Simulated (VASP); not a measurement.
A run of VASP 6.6.1 is set up as follows.

The input INCAR:

```
SYSTEM = Pd
PREC = Accurate ; ENCUT = 520
EDIFF = 1E-6 ; ISMEAR = -1
SIGMA = 0.05 ; LREAL = .False.
LASPH = .True. ; NELM = 100
ALGO = Normal ; ISIF = 2
LWAVE = .False. ; LCHARG = .True.
GGA = PE ; LELF = .True.
LVHAR = .True. ; NBANDS = 17
```

KPOINTS

```
Automatic mesh
0
Gamma
  17 17 9
  0 0 0
```

The input POSCAR:

```
Pd
1.0
    2.5511708251      0.0000000000      0.0000000000
   -1.2755854125      2.2093787439      0.0000000000
    0.0000000000      0.0000000000      4.2514932863
Pd
2
Direct
    0.3333333333      0.6666666667      0.2500000000
    0.6666666667      0.3333333333      0.7500000000
```

Potentials or basis: VASP PAW PBE potentials, release 64 (Pd).

Command:

```sh
$ cat potpaw_PBE.64/Pd/POTCAR > POTCAR
$ mpirun -np 1 vasp_std > vasp.out
```

Predict the band gap on the k mesh.

zero (bands 10 and 11 overlap by 1.16 eV).

Estimate the pressure.

81.4 GPa.

Caveat: the cell stands under pressure.
